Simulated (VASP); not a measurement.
# CaB15N15 (a cell with a defect) (Ca_B-V_N) in VASP: a series of runs, part 2 of 2

VASP 6.6.1. The steps go on from the part before.

## Step 3: Single point, PBE, collinear spin

Contents of INCAR:

```
PREC = Accurate
ENCUT = 520
EDIFF = 1E-6
ISMEAR = -1
SIGMA = 0.01
LREAL = Auto
LASPH = True
NELM = 150
ALGO = Normal
ISIF = 2
LWAVE = False
LCHARG = True
ISPIN = 2
MAGMOM = 0.02 0 0.01 0.2 0 0.01 0 0 0 0 0 0.02 0.01 0 0 0.08 0.01 0.01 0.01 0 0 0 0.01 0 0 0.01 0 0 0.01 0.01 0
LORBIT = 11
NUPDOWN = 1.0
GGA = PE
LELF = True
LVHAR = True
NBANDS = 90
NELECT = 131.0
```

Contents of KPOINTS:

```
Automatic mesh
0
Gamma
  1 1 1
  0.25 0.25 0.25
```

Contents of POSCAR:

```
CaB15N15
1.0
   -3.6241103844      3.6241103844     -3.6241103844
    3.6241103844      3.6241103844      3.6241103844
    3.6241103844     -3.6241103844     -3.6241103844
B Ca N
15 1 15
Direct
   -0.0304999421     -0.0069120929     -0.0163245672
    0.0085459925      0.2560651451      0.7610197758
    0.0065976567      0.5067113510      0.5031066529
   -0.0077140737      0.7135615081      0.2428878074
    0.2511777344      0.0074090313      0.7672137783
    0.2525571522      0.5066842962      0.2568862830
    0.2494003206      0.7512213178      0.0026381130
    0.5169401773      0.0074902455      0.5016603522
    0.5105946103      0.2559009740      0.2588807671
    0.4999294664      0.5011229065      0.0068664659
    0.4916624461      0.7472936747      0.7420210333
    0.7332979758     -0.0071669741      0.2199381053
    0.7468832165      0.2509691493     -0.0027817812
    0.7565563268      0.5012578596      0.7504157414
    0.7522191912      0.7511714009      0.4998054861
    0.1771885075      0.1484715426      0.4274147634
   -0.0074793816      0.2521366070      0.0007284505
    0.0104159600      0.5069736868      0.7571398811
   -0.0007452829      0.7521984159      0.5049556368
    0.2436482321     -0.0009833427      0.0140483791
    0.2559305410      0.2567628564      0.8012979128
    0.2491830472      0.5294309009      0.4995820744
    0.2544327485      0.7523181599      0.2497101918
    0.5020503157      0.0057633981      0.7524593170
    0.5511203425      0.2568765584      0.5064184443
    0.5066889441      0.5069112762      0.2607604108
    0.4929408405      0.7473151323     -0.0065157195
    0.7635939333     -0.0010482118      0.4940072477
    0.7505406232      0.2519098360      0.2428922895
    0.7454879312      0.4949141080     -0.0040597618
    0.7430694402      0.7473993488      0.7433285814
```

Potentials or basis: VASP PAW PBE potentials, release 64 (B, Ca_sv, N).

Run with:

```bash
> cat potpaw_PBE.64/B/POTCAR potpaw_PBE.64/Ca_sv/POTCAR potpaw_PBE.64/N/POTCAR > POTCAR
> mpirun -np 1 vasp_std > vasp.out
```

OUTCAR:

```text
PREC = Accurate
   ENCUT = 520
   EDIFF = 1E-6
   ISMEAR = -1
   LREAL = Auto
   LASPH = True
   NELM = 150
   ISIF = 2
   ISPIN = 2
   LORBIT = 11
   NUPDOWN = 1.0
   GGA = PE
   NELECT = 131.0

 ion  position               nearest neighbor table
   1  0.970  0.993  0.984-  31 1.49  17 1.55  20 1.65  16 2.31
   2  0.009  0.256  0.761-  21 1.49  17 1.55  18 1.58  28 1.61  16 2.64
   3  0.007  0.507  0.503-  22 1.49  19 1.55  18 1.59  29 1.61
   4  0.992  0.714  0.243-  30 1.50  19 1.56  23 1.56  16 2.24
   5  0.251  0.007  0.767-  21 1.50  20 1.58  19 1.61  24 1.61  16 2.53
   6  0.253  0.507  0.257-  22 1.49  23 1.55  26 1.59  17 1.61
   7  0.249  0.751  0.003-  18 1.53  23 1.54  20 1.55  27 1.56
   8  0.517  0.007  0.502-  25 1.50  28 1.58  24 1.61  23 1.61  16 2.53
   9  0.511  0.256  0.259-  25 1.49  29 1.55  26 1.58  20 1.61  16 2.64
  10  0.500  0.501  0.007-  21 1.47  26 1.57  30 1.58  27 1.59
  11  0.492  0.747  0.742-  22 1.48  31 1.58  27 1.58  24 1.58
  12  0.733  0.993  0.220-  27 1.49  29 1.55  28 1.65  16 2.31
  13  0.747  0.251  0.997-  17 1.53  29 1.53  30 1.54  24 1.54
  14  0.757  0.501  0.750-  25 1.47  18 1.57  30 1.58  31 1.59
  15  0.752  0.751  0.500-  26 1.53  19 1.54  28 1.55  31 1.56
  16  0.177  0.148  0.427-  25 2.04  21 2.04  22 2.13   4 2.24   1 2.31  12 2.31   8 2.53   5 2.53
                             9 2.64   2 2.64
  17  0.993  0.252  0.001-  13 1.53   1 1.55   2 1.55   6 1.61
  18  0.010  0.507  0.757-   7 1.53  14 1.57   2 1.58   3 1.59
  19  0.999  0.752  0.505-  15 1.54   3 1.55   4 1.56   5 1.61
  20  0.244  0.999  0.014-   7 1.55   5 1.58   9 1.61   1 1.65
  21  0.256  0.257  0.801-  10 1.47   2 1.49   5 1.50  16 2.04
  22  0.249  0.529  0.500-  11 1.48   3 1.49   6 1.49  16 2.13
  23  0.254  0.752  0.250-   7 1.54   6 1.55   4 1.56   8 1.61
  24  0.502  0.006  0.752-  13 1.54  11 1.58   5 1.61   8 1.61
  25  0.551  0.257  0.506-  14 1.47   9 1.49   8 1.50  16 2.04
  26  0.507  0.507  0.261-  15 1.53  10 1.57   9 1.58   6 1.59
  27  0.493  0.747  0.993-  12 1.49   7 1.56  11 1.58  10 1.59
  28  0.764  0.999  0.494-  15 1.55   8 1.58   2 1.61  12 1.65
  29  0.751  0.252  0.243-  13 1.53  12 1.55   9 1.55   3 1.61
  30  0.745  0.495  0.996-   4 1.50  13 1.54  10 1.58  14 1.58
  31  0.743  0.747  0.743-   1 1.49  15 1.56  11 1.58  14 1.59

  LATTYP: Found a body centered cubic cell.
 ALAT       =     7.2482207688

  Lattice vectors:

 A1 = (  -3.6241103844,   3.6241103844,  -3.6241103844)
 A2 = (   3.6241103844,   3.6241103844,   3.6241103844)
 A3 = (   3.6241103844,  -3.6241103844,  -3.6241103844)

Analysis of symmetry for initial positions (statically):
=====================================================================
 Subroutine PRICEL returns:
 Original cell was already a primitive cell.

 Routine SETGRP: Setting up the symmetry group for a
 body centered cubic supercell.

 Subroutine GETGRP returns: Found  1 space group operations
 (whereof  1 operations were pure point group operations)
 out of a pool of 48 trial point group operations.

The static configuration has the point symmetry C_1 .

Analysis of symmetry for dynamics (positions and initial velocities):
=====================================================================
 Subroutine PRICEL returns:
 Original cell was already a primitive cell.

 Routine SETGRP: Setting up the symmetry group for a
 body centered cubic supercell.

 Subroutine GETGRP returns: Found  1 space group operations
 (whereof  1 operations were pure point group operations)
 out of a pool of 48 trial point group operations.

The dynamic configuration has the point symmetry C_1 .

Analysis of structural, dynamic, and magnetic symmetry:
=====================================================================
 Subroutine PRICEL returns:
[... 163 lines left out ...]
     AMIX_MAG =   1.60;   BMIX_MAG =  1.00
  volume/ion in A,a.u.               =       6.14        41.45
  Fermi-wavevector in a.u.,A,eV,Ry     =   1.445253  2.731132 28.419250  2.088756
  Thomas-Fermi vector in A             =   2.563456
   LORBIT       =     11    0 simple, 1 ext, 2 COOP (PROOUT), +10 PAW based schemes
   GGA     = PE    functional components
   LHFCALC =     F    Hartree Fock is set to
   AEXX    =    0.0000 exact exchange contribution
   IVDW    =     0    specifies the selected vdW correction
   LEPSILON=     F    determine dielectric tensor
   LRPA    =     F    only Hartree local field effects (RPA)
 spin polarized calculation
  energy-cutoff  :      520.00
  volume of cell :      190.40
 maximum number of plane-waves:      5072
 NGX is ok and might be reduce to    48
   NGX = 23   NGY = 23   NGZ = 23

 number of electron     130.9999998 magnetization       1.0000033

 Free energy of the ion-electron system (eV)
  ---------------------------------------------------
  ext. energy  EPLUGINS =         0.00000000
  ---------------------------------------------------
  free energy    TOTEN  =      -243.95481117 eV

  energy without entropy =     -243.95481117  energy(sigma->0) =     -243.95481117

 E-fermi :   8.5601     XC(G=0): -12.8239

 val. band max:       10.5270986431   @ k =   0.2500   0.2500   0.2500
 cond. band min:      11.7230522732   @ k =   0.2500   0.2500   0.2500
 fundamental gap:      1.1959536301
 Fermi energy:        10.8301830535

 spin component 1

 k-point     1 :       0.2500    0.2500    0.2500
  band No.  band energies     occupation
      1     -29.4177      1.00000
      2     -12.2240      1.00000
      3     -12.1278      1.00000
      4     -11.8290      1.00000
      5     -10.9620      1.00000
      6     -10.9159      1.00000
[... 69 lines left out ...]
     76      15.1138      0.00000
     77      15.2634      0.00000
 Fermi energy:         8.5601243420

 spin component 2

 k-point     1 :       0.2500    0.2500    0.2500
  band No.  band energies     occupation
      1     -29.3206      1.00000
      2     -12.2014      1.00000
      3     -12.0560      1.00000
      4     -11.7664      1.00000
      5     -10.9048      1.00000
      6     -10.8911      1.00000
[... 69 lines left out ...]
     76      15.1433      0.00000
     77      15.3471      0.00000
 [bands above 77 left out]

------------------------ aborting loop because EDIFF is reached ----------------------------------------

  FORCE on cell =-STRESS in cart. coord.  units (eV):
  Direction    XX          YY          ZZ          XY          YZ          ZX
  --------------------------------------------------------------------------------------
  -------------------------------------------------------------------------------------
  Total       33.9658075     34.0398757     46.8180184      5.4482461     -1.0110941     -1.0501498
  in kB      285.8171499    286.4404225    393.9665667     45.8461699     -8.5082040     -8.8368526
  external PRESSURE =     322.0747130 kB  Pullay stress =       0.0000000 kB

 VOLUME and BASIS-vectors are now :
 -----------------------------------------------------------------------------
  energy-cutoff  :      520.00
  volume of cell :      190.40
      direct lattice vectors                 reciprocal lattice vectors
    -3.624110384  3.624110384 -3.624110384     0.000000000  0.137964893 -0.137964893
     3.624110384  3.624110384  3.624110384     0.137964893  0.137964893  0.000000000
     3.624110384 -3.624110384 -3.624110384     0.137964893  0.000000000 -0.137964893

 POSITION                                       TOTAL-FORCE (eV/Angst)
 -----------------------------------------------------------------------------------
      3.65043      3.54769     -3.47946        -0.006112      0.008816     -0.032036
      3.65506     -1.79904     -1.86098        -0.012339     -0.013749      0.029039
      3.63578      0.03697     -0.01085         0.002027     -0.028033      0.028139
     -0.12988      5.30193     -1.89038        -0.008231      0.001899     -0.018054
      1.89702     -1.84332     -3.66391        -0.006022     -0.018636     -0.037535
      1.85197      1.82059     -0.01000        -0.017694      0.016389      0.018281
[... 23 lines left out ...]
      2.70129      0.88596     -4.51750         0.007858      0.012711      0.027899
      2.70960      2.70772     -2.67821        -0.007385     -0.017992     -0.013878
 -----------------------------------------------------------------------------------
    total drift:                                0.001232     -0.000773     -0.001171

  FREE ENERGIE OF THE ION-ELECTRON SYSTEM (eV)
  ---------------------------------------------------
  free  energy   TOTEN  =      -243.9548111724 eV

  energy  without entropy=     -243.9548111724  energy(sigma->0) =     -243.95481117

 total charge

# of ion       s       p       d       tot
------------------------------------------
    1        0.681   1.319   0.000   2.000
    2        0.685   1.404   0.000   2.089
    3        0.680   1.390   0.000   2.070
    4        0.683   1.414   0.000   2.097
    5        0.675   1.363   0.000   2.037
    6        0.680   1.389   0.000   2.069
[... 23 lines left out ...]
   30        1.214   2.793   0.000   4.007
   31        1.215   2.789   0.000   4.004
--------------------------------------------------
tot         30.635  68.705   0.751 100.091

 magnetization (x)

# of ion       s       p       d       tot
------------------------------------------
    1        0.005   0.023   0.000   0.028
    2        0.000   0.004   0.000   0.004
    3        0.001   0.007   0.000   0.009
    4        0.046   0.304   0.000   0.350
    5       -0.000   0.003   0.000   0.003
    6        0.001   0.007   0.000   0.009
[... 23 lines left out ...]
   30       -0.000   0.005   0.000   0.005
   31       -0.000  -0.001   0.000  -0.001
--------------------------------------------------
tot          0.082   0.484   0.104   0.670
```

Wall time 2.1 min (1 thread of Intel Xeon Platinum 8259CL at 2.50GHz (Skylake/Cascade Lake), shared host); peak memory 0.41 GiB.

What came out:

```
Free energy                                           : -243.9548 eV
Largest force                                         : 0.070 eV/Å
Net moment                                            : 1.00 μB per cell
Site moments                                          : B +0.03, +0.00, +0.01, +0.35; Ca +0.12; N +0.01, -0.00, +0.00 μB
Valence electrons inside the program's atomic spheres : B 2.00, 2.09, 2.07, 2.10, 2.04, 2.13, 2.08, 2.16; Ca 8.83; N 4.00, 3.98, 3.93, 4.11, 4.09, 3.96, 3.99, 4.01
```

Forces on the atoms (eV/Å):
```
B   -0.006  0.009 -0.032
B   -0.012 -0.014  0.029
B    0.002 -0.028  0.028
B   -0.008  0.002 -0.018
B   -0.006 -0.019 -0.038
B   -0.018  0.016  0.018
B    0.004  0.009  0.002
B   -0.018 -0.017 -0.027
B   -0.012  0.014  0.021
B    0.002  0.020  0.002
B    0.004 -0.004 -0.028
B    0.007  0.009 -0.027
B    0.009 -0.004  0.000
B    0.020 -0.001  0.002
B    0.013  0.000  0.009
Ca  -0.021 -0.025  0.062
N   -0.002 -0.004 -0.018
N   -0.015  0.001  0.006
N    0.002  0.010 -0.006
N   -0.022  0.026  0.030
N    0.049 -0.016 -0.043
N    0.023  0.029  0.015
N    0.003  0.005 -0.013
N   -0.009 -0.004  0.016
N   -0.019  0.040 -0.038
N   -0.004 -0.020  0.006
N   -0.018 -0.008 -0.002
N    0.023 -0.017  0.020
N    0.027 -0.004  0.007
N    0.008  0.013  0.028
N   -0.007 -0.018 -0.014
```

Caveat: the k points lie up to 1.23 Å⁻¹ apart; the cell carries a net charge on a neutralising background, which shifts energy and pressure; the cell is charged against a uniform background, so pressure and absolute levels hang on convention; the total moment is fixed, so each spin has its own Fermi level.
